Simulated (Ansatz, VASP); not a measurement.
One calculation of CdS, two programs

The input POSCAR:

```
CdS
1.0
    0.0000000000      2.9392138883      2.9392138883
    2.9392138883      0.0000000000      2.9392138883
    2.9392138883      2.9392138883      0.0000000000
Cd S
1 1
Direct
    0.0000000000      0.0000000000      0.0000000000
    0.2500000000      0.2500000000      0.2500000000
```

File INCAR.step1:

```
SYSTEM = CdS
  PREC = Accurate
  ENCUT = 520
  EDIFF = 1E-5
  ISMEAR = 0
  SIGMA = 0.01
  LREAL = .False.
  LASPH = .True.
  NELM = 80
  ALGO = Normal
  ISIF = 2
  LWAVE = .True.
  GGA = PE
  NBANDS = 16
```

INCAR.step2

```
SYSTEM = CdS
  PREC = Accurate
  ENCUT = 520
  EDIFF = 1E-6
  ISMEAR = 0
  SIGMA = 0.01
  LREAL = .False.
  LASPH = .True.
  NELM = 80
  ALGO = Normal
  ISIF = 2
  LWAVE = .False.
  LCHARG = .True.
  GGA = PE
  LHFCALC = .True.
  HFSCREEN = 0.2079
  PRECFOCK = Normal
  LELF = .True.
  LVHAR = .True.
  ISTART = 1
  NBANDS = 16
```

KPOINTS

```
Automatic mesh
0
Gamma
  4 4 4
  0 0 0
```

Input for Ansatz:

```yaml
crystal:
  lattice:
    - [0.0, 2.9392138883, 2.9392138883]
    - [2.9392138883, 0.0, 2.9392138883]
    - [2.9392138883, 2.9392138883, 0.0]
  atoms:
    - { symbol: Cd, position: [0.0, 0.0, 0.0] }
    - { symbol: S, position: [0.25, 0.25, 0.25] }
kpoints:
  mp_grid: { grid: [4, 4, 4] }
hamiltonian:
  xc: hse06
scf:
  occupations: { method: fixed }
  n_extra_bands: 4
  exx: { singularity: wigner_seitz }
output:
  forces: true
  stress: true
  eigenvalues: true
```

Alike in both runs: task single point; functional HSE06; k mesh 4 × 4 × 4; no spin polarisation.

|  | VASP | Ansatz |
| --- | --- | --- |
| version | VASP 6.6.1 | Ansatz 0.2.0 |
| potentials or method | VASP PAW PBE potentials, release 64 (Cd, S) | plane waves |
| plane-wave cutoff (eV) | 520 | 420 |
| occupations | gaussian, width 0.01 eV | fixed |
| valence electrons in the cell | 18 | 26 |

|  | VASP | Ansatz | Ansatz less VASP |
| --- | --- | --- | --- |
| gap on the k mesh at the Fermi level (eV) | 2.12 | 2.12 | -0.004 |
| pressure (GPa) | 0.6 | 0.4 | -0.28 |

VASP's potentials hold 18 valence electrons a cell and Ansatz's 26, so a difference there can come from the potentials and not from the codes. Ansatz's warnings: stress exchange threshold loose, stress scf threshold loose.

The k mesh is coarse, so the values compare programs but aren't converged.
